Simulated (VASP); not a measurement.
# W (Fd-3m) in VASP: notebook, part 2 of 2

VASP 6.6.1. Earlier steps stand in the parts before.

## 3. Relaxation of cell and atoms, PBEsol

This run uses another cell than the first one, of 18.20 Å³/atom.

File INCAR:

```
SYSTEM = W
  PREC = Accurate
  ENCUT = 600
  EDIFF = 1E-7
  ISMEAR = 0
  SIGMA = 0.1
  LREAL = .False.
  LASPH = .True.
  NELM = 80
  ALGO = Normal
  ISIF = 3
  LWAVE = .False.
  LCHARG = .False.
  GGA = PS
  IBRION = 2
  NSW = 90
  EDIFFG = -0.04
```

File KPOINTS:

```
Automatic mesh
0
Gamma
  6 6 6
  0 0 0
```

File POSCAR:

```
W
1.0
    0.0000000000      2.6305023253      2.6305023253
    2.6305023253      0.0000000000      2.6305023253
    2.6305023253      2.6305023253      0.0000000000
W
2
Direct
    0.5000000000      0.5000000000      0.5000000000
    0.7500000000      0.7500000000      0.7500000000
```

Potentials or basis: VASP PAW PBE potentials, release 64 (W_sv).

Launch:

```
> cat potpaw_PBE.64/W_sv/POTCAR > POTCAR
> mpirun -np 1 vasp_std > vasp.out
```

OUTCAR:

```text
SYSTEM = W
   PREC = Accurate
   ENCUT = 600
   EDIFF = 1E-7
   ISMEAR = 0
   LREAL = .False.
   LASPH = .True.
   NELM = 80
   ISIF = 3
   GGA = PS
   IBRION = 2
   NSW = 90
   EDIFFG = -0.04

 ion  position               nearest neighbor table
   1  0.500  0.500  0.500-   2 2.28   2 2.28   2 2.28   2 2.28
   2  0.750  0.750  0.750-   1 2.28   1 2.28   1 2.28   1 2.28

  LATTYP: Found a face centered cubic cell.
 ALAT       =     5.2610046506

  Lattice vectors:

 A1 = (   0.0000000000,   2.6305023253,   2.6305023253)
 A2 = (   2.6305023253,   0.0000000000,   2.6305023253)
 A3 = (   2.6305023253,   2.6305023253,   0.0000000000)

Analysis of symmetry for initial positions (statically):
=====================================================================
 Subroutine PRICEL returns:
 Original cell was already a primitive cell.

 Routine SETGRP: Setting up the symmetry group for a
 face centered cubic supercell.

 Subroutine GETGRP returns: Found 48 space group operations
 (whereof 24 operations were pure point group operations)
 out of a pool of 48 trial point group operations.

The static configuration has the point symmetry T_d .
 The point group associated with its full space group is O_h .

Analysis of symmetry for dynamics (positions and initial velocities):
[... 156 lines left out ...]

  FORCE on cell =-STRESS in cart. coord.  units (eV):
  Direction    XX          YY          ZZ          XY          YZ          ZX
  --------------------------------------------------------------------------------------
  -------------------------------------------------------------------------------------
  Total       14.1859856     14.1859856     14.1859856      0.0000000      0.0000000      0.0000000
  in kB      624.3441296    624.3441296    624.3441296      0.0000000      0.0000000      0.0000000
  external PRESSURE =     624.3441296 kB  Pullay stress =       0.0000000 kB
[... 23 lines left out ...]
--------------------------------------- Ionic step        2  -------------------------------------------

 number of electron      28.0000017 magnetization

 E-fermi :   0.9739     XC(G=0):  -8.3439

 val. band max:        0.9713073740   @ k =   0.5000   0.3333   0.1667
 cond. band min:       0.9857598099   @ k =   0.3333   0.3333   0.0000
 fundamental gap:      0.0144524360
 Fermi energy:         0.9739149118

 k-point     1 :       0.0000    0.0000    0.0000
  band No.  band energies     occupation
      1     -73.0010      2.00000
      2     -72.9747      2.00000
      3     -37.1334      2.00000
      4     -37.1334      2.00000
      5     -37.1334      2.00000
      6     -36.9816      2.00000
[... 432 lines left out ...]
--------------------------------------- Ionic step        5  -------------------------------------------

 number of electron      28.0000003 magnetization

 Free energy of the ion-electron system (eV)
  ---------------------------------------------------
  ext. energy  EPLUGINS =         0.00000000
  ---------------------------------------------------
  free energy    TOTEN  =       -21.95862131 eV

  energy without entropy =      -21.94345823  energy(sigma->0) =      -21.95103977

 E-fermi :   5.3735     XC(G=0): -11.0999

 val. band max:        5.3585124183   @ k =   0.5000   0.3333   0.0000
 cond. band min:       5.4020717650   @ k =   0.5000   0.3333   0.0000
 fundamental gap:      0.0435593467
 Fermi energy:         5.3735092154

 k-point     1 :       0.0000    0.0000    0.0000
  band No.  band energies     occupation
      1     -67.7218      2.00000
      2     -67.3620      2.00000
      3     -32.3411      2.00000
      4     -32.3411      2.00000
      5     -32.3411      2.00000
      6     -31.3413      2.00000
[... 354 lines left out ...]
  FREE ENERGIE OF THE ION-ELECTRON SYSTEM (eV)
  ---------------------------------------------------
  free  energy   TOTEN  =       -21.9586213078 eV

  energy  without entropy=      -21.9434582254  energy(sigma->0) =      -21.95103977

 reached required accuracy - stopping structural energy minimisation
```

CONTCAR:

```text
W
   1.00000000000000
     0.0000000000000000    2.8809812682240574    2.8809812682240574
     2.8809812682240574    0.0000000000000000    2.8809812682240574
     2.8809812682240574    2.8809812682240574    0.0000000000000000
  W
     2
Direct
     0.5000000000000000    0.5000000000000000    0.5000000000000000
     0.7500000000000000    0.7500000000000000    0.7500000000000000

  0.00000000E+00  0.00000000E+00  0.00000000E+00
  0.00000000E+00  0.00000000E+00  0.00000000E+00
```

It took 65 s on 1 thread of Intel Xeon Platinum 8259CL at 2.50GHz (Skylake/Cascade Lake), shared host; peak memory 0.18 GiB.

Results:

| Quantity | Value |
| --- | --- |
| Free energy | -21.9586 eV |
| Relaxed volume | 23.91 Å³/atom |
| Relaxed cell | a = 4.074 Å, b = 4.074 Å, c = 4.074 Å, α = 60.00°, β = 60.00°, γ = 60.00° |
| Space group after relaxing (to 0.1 Å) | Fd-3m (No. 227) |
| Pressure after relaxing | 0.0 GPa |
| Band gap on the k mesh | zero (bands 14 and 15 overlap by 0.89 eV) |

Final structure:
```yaml
crystal:
  lattice:
    - [0.00000, 2.88098, 2.88098]
    - [2.88098, 0.00000, 2.88098]
    - [2.88098, 2.88098, 0.00000]
  atoms:
    - { symbol: W, position: [0.50000, 0.50000, 0.50000] }
    - { symbol: W, position: [0.75000, 0.75000, 0.75000] }
```

Caveat: the volume moved by over 15 % at a fixed basis, so the end points are rough; the PAW data sets were made with another functional, which shifts forces and pressure a little; spin-orbit coupling is left out, which moves the levels of the heavy elements.

## 4. Single point, PBEsol

This run uses another cell than the first one, of 23.84 Å³/atom.

File INCAR:

```
PREC = Accurate
ENCUT = 520
EDIFF = 1E-7
ISMEAR = 0
SIGMA = 0.1
LREAL = False
LASPH = True
NELM = 60
ALGO = Fast
ISIF = 2
LWAVE = False
LCHARG = False
GGA = PS
NBANDS = 21
```

File KPOINTS:

```
regular mesh
0
Gamma
  16 16 16
```

File POSCAR:

```
W
1.0
    0.0000000000      2.8779123323      2.8779123323
    2.8779123323      0.0000000000      2.8779123323
    2.8779123323      2.8779123323      0.0000000000
W
2
Direct
    0.0000000000      0.0000000000      0.0000000000
    0.2500000000      0.2500000000      0.2500000000
```

Launch:

```
> cat potpaw_PBE.64/W_sv/POTCAR > POTCAR
> mpirun -np 1 vasp_std > vasp.out
```

Wall time 2.5 min (1 thread of Intel Xeon Platinum 8259CL at 2.50GHz (Skylake/Cascade Lake), shared host); peak memory 0.24 GiB.

It converged, with:

```
Free energy            : -21.9533 eV
Pressure               : 0.7 GPa
Band gap on the k mesh : zero (bands 14 and 15 overlap by 0.92 eV)
```

Levels at points of the mesh, in eV from the Fermi level:
```
           k point  band 10  band 11  band 12  band 13  band 14  band 15  band 16  band 17  band 18  band 19
(0.00, 0.00, 0.00)    -2.00    -2.00    -1.13    -1.13    -1.13     1.57     1.57     1.57     5.48     5.48
(0.50, 0.00, 0.00)    -2.00    -1.78    -1.78    -1.31    -1.31    -0.40     2.78     2.78     4.44     4.44
(0.50, 0.50, 0.00)    -2.93    -1.28    -1.28    -1.23    -1.23     1.06     1.06     4.74     4.74     4.83
```

Caveat: the PAW data sets were made with another functional, which shifts forces and pressure a little; spin-orbit coupling is left out, which moves the levels of the heavy elements.

## 5. The runs side by side

```csv
task,cell,k mesh,cutoff (eV),gap on the mesh (eV),pressure (GPa)
single point,"a = 4.065 Å, angles 60.0°, 2 atoms",6 × 6 × 6,520,none,0.8
relaxation of cell and atoms,"relaxed from a = 3.720 Å, angles 60.0°, 2 atoms",6 × 6 × 6,600,none,0.0
single point,"a = 4.070 Å, angles 60.0°, 2 atoms",16 × 16 × 16,520,none,0.7
```

Alike in all rows: level PBEsol; potentials or basis VASP PAW PBE potentials, release 64 (W_sv); no spin polarisation; smearing gaussian 0.1 eV.

Caveats: the PAW data sets were made with another functional, which shifts forces and pressure a little; spin-orbit coupling is left out, which moves the levels of the heavy elements; the volume moved by over 15 % at a fixed basis, so the end points are rough (at least some runs).

Absolute energies hang on the potentials; compare differences alone.
